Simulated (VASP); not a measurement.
A run of VASP 6.6.1:

INCAR

```
ALGO = Normal
EDIFF = 1E-6
ENCUT = 520
GGA = PS
ISIF = 2
ISMEAR = 0
LASPH = T
LCHARG = T
LELF = T
LREAL = F
LVHAR = T
LWAVE = F
NBANDS = 26
NELM = 80
PREC = Accurate
SIGMA = 0.01
```

KPOINTS

```
k-points
0
Gamma
  6 6 4
```

The input POSCAR:

```
CdS
1.0
    4.1233007195      0.0000000000      0.0000000000
   -2.0616503597      3.5708831705      0.0000000000
    0.0000000000      0.0000000000      6.7109709696
Cd S
2 2
Direct
    0.3333333333      0.6666666667     -0.0005948261
    0.6666666667      0.3333333333      0.4994051739
    0.3333333333      0.6666666667      0.3755948261
    0.6666666667      0.3333333333      0.8755948261
```

Potentials or basis: VASP PAW PBE potentials, release 64 (Cd, S).

The run is started by

```console
$ cat potpaw_PBE.64/Cd/POTCAR potpaw_PBE.64/S/POTCAR > POTCAR
$ mpirun -np 1 vasp_std > vasp.out
```

Hardware: 1 thread of Intel Xeon 8259CL, on a shared host.

Q: Estimate the wall time of this run.

A: Run time: 71 s on 1 thread of Intel Xeon 8259CL (shared host), peak memory 0.23 GiB. Counts: scf iterations 14, k points 21.
